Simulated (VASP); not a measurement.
# Rh (Cmcm) in VASP: a series of runs

Runs on Rh. Level: r2SCAN. Tasks: single point.

All numbers are computed with VASP 6.6.1; they aren't measurements. Logs are shortened: lines on timing, memory, paths and dates and some standing lists are left out, and cuts for length are marked.

## Step 1: The cell of the first run

The structure is orthorhombic, space group Cmcm (No. 63). The conventional cell has a = 2.799 Å, b = 4.730 Å, c = 4.428 Å, α = 90.00°, β = 90.00°, γ = 90.00°. Rh (site symmetry m2m) has 12 Rh at 2.72 to 2.80 Å within 3.6 Å.

## Step 2: Single point, r2SCAN (strain +0.0250 x Voigt [1, 0, 0, 0, 0, 0])

File POSCAR:

```
Rh
1.0
    2.7992535183      0.0000000000      0.0000000000
   -1.3996267591      2.3650972278      0.0000000000
    0.0000000000      0.0000000000      4.4284890000
Rh
2
Direct
    0.6666666667      0.3333333333      0.7500000000
    0.3333333333      0.6666666667      0.2500000000
```

File INCAR.step1:

```
PREC     = Accurate       # precision mode
ENCUT    = 520            # plane-wave cutoff, eV
ISMEAR   = 0              # smearing method
SIGMA    = 0.15           # smearing width, eV
LREAL    = F              # projectors in reciprocal space
LASPH    = T              # aspherical terms in the spheres
NELM     = 60             # most SCF steps
NBANDS   = 22             # bands
GGA      = PE             # functional
ALGO     = Normal         # electronic algorithm
EDIFF    = 1E-4           # SCF threshold, eV
LWAVE    = T              # write WAVECAR
LCHARG   = F              # write CHGCAR
```

File INCAR.step2:

```
PREC     = Accurate       # precision mode
ENCUT    = 520            # plane-wave cutoff, eV
EDIFF    = 1E-6           # SCF threshold, eV
ISMEAR   = 0              # smearing method
SIGMA    = 0.15           # smearing width, eV
LREAL    = F              # projectors in reciprocal space
LASPH    = T              # aspherical terms in the spheres
NELM     = 60             # most SCF steps
ALGO     = Normal         # electronic algorithm
ISIF     = 2              # what is computed and relaxed
LWAVE    = F              # write WAVECAR
LCHARG   = F              # write CHGCAR
METAGGA  = R2SCAN         # meta-GGA
LMIXTAU  = T            
NBANDS   = 22             # bands
ISTART   = 1
```

File KPOINTS:

```
Automatic mesh
0
Gamma
  18 18 12
```

Potentials or basis: VASP PAW PBE potentials, release 64 (Rh_pv).

On the command line:

```
cat potpaw_PBE.64/Rh_pv/POTCAR > POTCAR
cp INCAR.step1 INCAR
mpirun -np 1 vasp_std > vasp.out
cp INCAR.step2 INCAR
mpirun -np 1 vasp_std > vasp.out
```

OUTCAR:

```text
PREC = Accurate
   ENCUT = 520
   EDIFF = 1E-6
   ISMEAR = 0
   LREAL = F
   LASPH = T
   NELM = 60
   ISIF = 2
   METAGGA = R2SCAN
   ISTART = 1

 ion  position               nearest neighbor table
   1  0.667  0.333  0.750-   2 2.72   2 2.72   2 2.74   2 2.74   2 2.74   2 2.74
   2  0.333  0.667  0.250-   1 2.72   1 2.72   1 2.74   1 2.74   1 2.74   1 2.74

  Warning from LATTYP: Monoclinic adjustment (A1->A3, A2->A1, A3->A2)!
  LATTYP: Found a base centered orthorhombic cell.
 ALAT       =     2.7992535183
 B/A-ratio  =     1.6898056659
 C/A-ratio  =     1.5820249831

  Lattice vectors:

 A1 = (   1.3996267591,  -2.3650972278,   0.0000000000)
 A2 = (   1.3996267592,   2.3650972278,   0.0000000000)
 A3 = (   0.0000000000,   0.0000000000,   4.4284890000)

Analysis of symmetry for initial positions (statically):
=====================================================================
 Subroutine PRICEL returns:
 Original cell was already a primitive cell.

 Routine SETGRP: Setting up the symmetry group for a
 base centered orthorhombic supercell.

 Subroutine GETGRP returns: Found  8 space group operations
 (whereof  4 operations were pure point group operations)
 out of a pool of  8 trial point group operations.

The static configuration has the point symmetry C_2h.
 The point group associated with its full space group is D_2h.

Analysis of symmetry for dynamics (positions and initial velocities):
=====================================================================
 Subroutine PRICEL returns:
 Original cell was already a primitive cell.

 Routine SETGRP: Setting up the symmetry group for a
 base centered orthorhombic supercell.

 Subroutine GETGRP returns: Found  8 space group operations
 (whereof  4 operations were pure point group operations)
 out of a pool of  8 trial point group operations.

The dynamic configuration has the point symmetry C_2h.
 The point group associated with its full space group is D_2h.

 Subroutine INISYM returns: Found  8 space group operations
 (whereof  4 operations are pure point group operations),
 and found     1 'primitive' translations

----------------------------------------------------------------------------------------

                                     Primitive cell

  volume of cell :      29.3188

  direct lattice vectors                    reciprocal lattice vectors
     2.799253518  0.000000000  0.000000000     0.357238097  0.211407799  0.000000000
    -1.399626759  2.365097228  0.000000000     0.000000000  0.422815599  0.000000000
     0.000000000  0.000000000  4.428489000     0.000000000  0.000000000  0.225810655

  length of vectors
     2.799253518  2.748206681  4.428489000     0.415105186  0.422815599  0.225810655

  position of ions in fractional coordinates (direct lattice)
     0.666666667  0.333333333  0.750000000
     0.333333333  0.666666667  0.250000000

  ion indices of the primitive-cell ions
   primitive index   ion index
                 1           1
                 2           2

----------------------------------------------------------------------------------------

 KPOINTS: Automatic mesh

Automatic generation of k-mesh.
 Grid dimensions read from file:
 generate k-points for:   18   18   12

 Generating k-lattice:

  Cartesian coordinates                     Fractional coordinates (reciprocal lattice)
     0.019846561  0.011744878  0.000000000     0.055555556  0.000000000  0.000000000
     0.000000000  0.023489755  0.000000000     0.000000000  0.055555556  0.000000000
     0.000000000  0.000000000  0.018817555     0.000000000  0.000000000  0.083333333

  Length of vectors
     0.023061399  0.023489755  0.018817555

  Shift w.r.t. Gamma in fractional coordinates (k-lattice)
     0.000000000  0.000000000  0.000000000

 Subroutine IBZKPT returns following result:
 ===========================================

 Found    637 irreducible k-points:

 Following reciprocal coordinates:
            Coordinates               Weight
  0.000000  0.000000  0.000000      1.000000
  0.055556 -0.000000  0.000000      4.000000
  0.111111 -0.000000  0.000000      4.000000
  0.166667 -0.000000  0.000000      4.000000
  0.222222 -0.000000  0.000000      4.000000
  0.277778 -0.000000  0.000000      4.000000
[... 16 lines left out ...]
 -0.333333  0.055556  0.000000      4.000000
 -0.277778  0.055556  0.000000      4.000000
 [... further k-points ...]
   k-points           NKPTS =    637   k-points in BZ     NKDIM =    637   number of bands    NBANDS=     22
   number of dos      NEDOS =    301   number of ions     NIONS =      2
   total plane-waves  NPLWV =  17280
   dimension x,y,z NGX =    24 NGY =   20 NGZ =   36
   dimension x,y,z NGXF=    48 NGYF=   40 NGZF=   72
   ions per type =               2
   NGX,Y,Z   is equivalent  to a cutoff of  14.25, 12.10, 13.51 a.u.
   NGXF,Y,Z  is equivalent  to a cutoff of  28.51, 24.20, 27.03 a.u.
 SYSTEM =  unknown system
   PREC   = accura    normal or accurate (medium, high low for compatibility)
   ISTART =      1    job   : 0-new  1-cont  2-samecut
   ICHARG =      0    charge: 1-file 2-atom 10-const
   ISPIN  =      1    spin polarized calculation?
   LNONCOLLINEAR =      F non collinear calculations
   LSORBIT =      F    spin-orbit coupling
   LASPH  =      T    aspherical Exc in radial PAW
   ENCUT  =  520.0 eV  38.22 Ry    6.18 a.u.   5.20  5.11  8.23*2*pi/ulx,y,z
   NELM   =     60;   NELMIN=  2; NELMDL=  0     # of ELM steps
   EDIFF  = 0.1E-05   stopping-criterion for ELM
   LREAL  =      F    real-space projection
   EDIFFG = 0.1E-04   stopping-criterion for IOM
   NSW    =      0    number of steps for IOM
   IBRION =     -1    ionic relax: 0-MD 1-quasi-New 2-CG
   NFREE  =      0    steps in history (QN), initial steepest desc. (CG)
   ISIF   =      2    stress and relaxation
   ISYM   =      2    0-nonsym 1-usesym 2-fastsym
   POTIM  = 0.5000    time-step for ionic-motion
   TEBEG  =    0.0;   TEEND  =   0.0 temperature during run
   PSTRESS=    0.0 pullay stress
   NELECT =      30.0000    total number of electrons
   NUPDOWN=      -1.0000    fix difference up-down
   EMIN   =  10.00;   EMAX   =-10.00  energy-range for DOS
   EFERMI =   0.00;   METHOD = LEGACY
   ISMEAR =     0;   SIGMA  =   0.15  broadening in eV -4-tet -1-fermi 0-gaus
   EFERMI_NEDOS =   21; number of points for ismear=-14 and -15
   IALGO  =     38    algorithm
   IMIX   =      4    mixing-type and parameters
     AMIX     =   0.40;   BMIX     =  1.00
     AMIX_MAG =   1.60;   BMIX_MAG =  1.00
  volume/ion in A,a.u.               =      14.66        98.93
  Fermi-wavevector in a.u.,A,eV,Ry     =   1.649680  3.117443 37.027485  2.721443
  Thomas-Fermi vector in A             =   2.738758
   LORBIT       =      0    0 simple, 1 ext, 2 COOP (PROOUT), +10 PAW based schemes
   METAGGA = R2SCAN    functional components
   LHFCALC =     F    Hartree Fock is set to
   AEXX    =    0.0000 exact exchange contribution
   IVDW    =     0    specifies the selected vdW correction
   LEPSILON=     F    determine dielectric tensor
   LRPA    =     F    only Hartree local field effects (RPA)
 non-spin polarized calculation
 Gauss-broadening in eV      SIGMA  =   0.15
  energy-cutoff  :      520.00
  volume of cell :       29.32
 maximum number of plane-waves:       808
 NGX is ok and might be reduce to    24
   NGX = 11   NGY = 11   NGZ = 17

 number of electron      30.0000003 magnetization

 Free energy of the ion-electron system (eV)
  ---------------------------------------------------
  ext. energy  EPLUGINS =         0.00000000
  ---------------------------------------------------
  free energy    TOTEN  =       -48.11902975 eV

  energy without entropy =      -48.07999193  energy(sigma->0) =      -48.09951084

 E-fermi :  10.6911     XC(G=0): -14.7294

 val. band max:       10.6908116036   @ k =   0.3333   0.1667   0.1667
 cond. band min:      10.6911579047   @ k =   0.2778   0.1111   0.1667
 fundamental gap:      0.0003463011
 Fermi energy:        10.6910564779

 k-point     1 :       0.0000    0.0000    0.0000
  band No.  band energies     occupation
      1     -37.7298      2.00000
      2     -37.1533      2.00000
      3     -37.1495      2.00000
      4     -37.0684      2.00000
      5     -37.0553      2.00000
      6     -37.0502      2.00000
[... 14 lines left out ...]
     21      28.0940      0.00000
     22      28.0940      0.00000

 k-point     2 :       0.0556   -0.0000    0.0000
  band No.  band energies     occupation
      1     -37.7237      2.00000
      2     -37.1657      2.00000
      3     -37.1546      2.00000
      4     -37.0712      2.00000
      5     -37.0681      2.00000
      6     -37.0533      2.00000
[... 14 lines left out ...]
     21      28.0941      0.00000
     22      28.0942      0.00000

 k-point     3 :       0.1111   -0.0000    0.0000
  band No.  band energies     occupation
      1     -37.7058      2.00000
      2     -37.2038      2.00000
      3     -37.1668      2.00000
      4     -37.1076      2.00000
      5     -37.0795      2.00000
      6     -37.0592      2.00000
[... 14 lines left out ...]
     21      28.0941      0.00000
     22      28.0942      0.00000

 k-point     4 :       0.1667   -0.0000    0.0000
  band No.  band energies     occupation
      1     -37.6772      2.00000
      2     -37.2625      2.00000
      3     -37.1856      2.00000
      4     -37.1672      2.00000
      5     -37.0933      2.00000
      6     -37.0683      2.00000
[... 14 lines left out ...]
     21      28.0941      0.00000
     22      28.0980      0.00000

 k-point     5 :       0.2222   -0.0000    0.0000
  band No.  band energies     occupation
      1     -37.6398      2.00000
      2     -37.3347      2.00000
      3     -37.2421      2.00000
      4     -37.2052      2.00000
      5     -37.1125      2.00000
      6     -37.0799      2.00000
[... 417 lines left out ...]
 k-point    22 :      -0.3889    0.0556    0.0000
  band No.  band energies     occupation
      1     -37.5246      2.00000
      2     -37.5090      2.00000
      3     -37.4113      2.00000
      4     -37.2678      2.00000
      5     -37.1817      2.00000
      6     -37.1206      2.00000
[... 14 lines left out ...]
     21      24.9638      0.00000
     22      26.7923      0.00000

 k-point    23 :      -0.3333    0.0556    0.0000
  band No.  band energies     occupation
      1     -37.5706      2.00000
      2     -37.4424      2.00000
      3     -37.3492      2.00000
      4     -37.2476      2.00000
      5     -37.1524      2.00000
      6     -37.1089      2.00000
[... 14 lines left out ...]
     21      25.9629      0.00000
     22      27.6967      0.00000

 k-point    24 :      -0.2778    0.0556    0.0000
  band No.  band energies     occupation
      1     -37.6158      2.00000
      2     -37.3676      2.00000
      3     -37.2810      2.00000
      4     -37.2214      2.00000
      5     -37.1260      2.00000
      6     -37.0955      2.00000
[... 14 lines left out ...]
     21      27.0546      0.00000
     22      28.0940      0.00000

 [... further k-points ...]
[... 5 lines left out ...]
  --------------------------------------------------------------------------------------
  -------------------------------------------------------------------------------------
  Total       -3.0662864     -2.0737541     -2.4694711     -0.0000000      0.0000000      0.0000000
  in kB     -167.5623731   -113.3237786   -134.9483974     -0.0000000      0.0000000      0.0000000
  external PRESSURE =    -138.6115164 kB  Pullay stress =       0.0000000 kB

 VOLUME and BASIS-vectors are now :
 -----------------------------------------------------------------------------
  energy-cutoff  :      520.00
  volume of cell :       29.32
      direct lattice vectors                 reciprocal lattice vectors
     2.799253518  0.000000000  0.000000000     0.357238097  0.211407799  0.000000000
    -1.399626759  2.365097228  0.000000000     0.000000000  0.422815599  0.000000000
     0.000000000  0.000000000  4.428489000     0.000000000  0.000000000  0.225810655

 POSITION                                       TOTAL-FORCE (eV/Angst)
 -----------------------------------------------------------------------------------
      1.39963      0.78837      3.32137         0.000000      0.040334     -0.000000
     -0.00000      1.57673      1.10712        -0.000000     -0.040334      0.000000
 -----------------------------------------------------------------------------------
    total drift:                               -0.000000      0.000000     -0.000000

  FREE ENERGIE OF THE ION-ELECTRON SYSTEM (eV)
  ---------------------------------------------------
  free  energy   TOTEN  =       -48.1190297532 eV

  energy  without entropy=      -48.0799919253  energy(sigma->0) =      -48.09951084
```

Run time: 11 min. Hardware: 1 thread of Intel Xeon Platinum 8259CL at 2.50GHz (Skylake/Cascade Lake), shared host; peak memory 0.41 GiB.

What came out:

| Property | Result |
| --- | --- |
| Free energy | -48.1190 eV |
| Pressure | -13.9 GPa |
| Largest force | 0.040 eV/Å |
| Band gap on the k mesh | zero (bands 15 and 16 overlap by 2.25 eV) |

Forces on the atoms (eV/Å):
```
Rh   0.000  0.040  0.000
Rh   0.000 -0.040  0.000
```

Stress tensor (GPa, compression positive):
```
-16.76   0.00   0.00
  0.00 -11.33   0.00
  0.00   0.00 -13.49
```

Levels at points of the mesh, in eV from the Fermi level:
| k point | band 11 | band 12 | band 13 | band 14 | band 15 | band 16 | band 17 | band 18 | band 19 | band 20 |
| --- | --- | --- | --- | --- | --- | --- | --- | --- | --- | --- |
| (0.00, 0.00, 0.00) | -2.66 | -2.52 | -2.18 | -1.91 | -1.84 | 0.08 | 0.16 | 1.06 | 8.57 | 16.57 |
| (0.50, 0.00, 0.00) | -2.51 | -2.13 | -2.03 | 0.31 | 0.61 | 0.61 | 2.92 | 4.97 | 10.34 | 10.83 |
| (0.00, 0.50, 0.00) | -2.49 | -1.94 | -1.94 | 0.39 | 0.56 | 0.69 | 3.10 | 5.23 | 10.66 | 11.06 |
| (0.00, 0.00, 0.50) | -2.98 | -2.98 | -2.81 | -2.81 | -0.47 | -0.47 | -0.38 | -0.38 | 15.35 | 15.35 |
| (0.50, 0.00, 0.50) | -1.56 | -1.56 | -0.27 | -0.27 | 0.50 | 0.50 | 2.69 | 2.69 | 9.04 | 9.04 |
| (0.00, 0.50, 0.50) | -1.70 | -1.70 | -0.23 | -0.23 | 0.57 | 0.57 | 2.91 | 2.91 | 9.40 | 9.40 |

Caveat: the cell differs from its parent crystal (strain +0.0250 x Voigt [1, 0, 0, 0, 0, 0]); the stress differs along the axes, from -17 to -11 GPa; the PAW data sets were made with another functional, which shifts forces and pressure a little.

(Continued in part 2 of 2.)
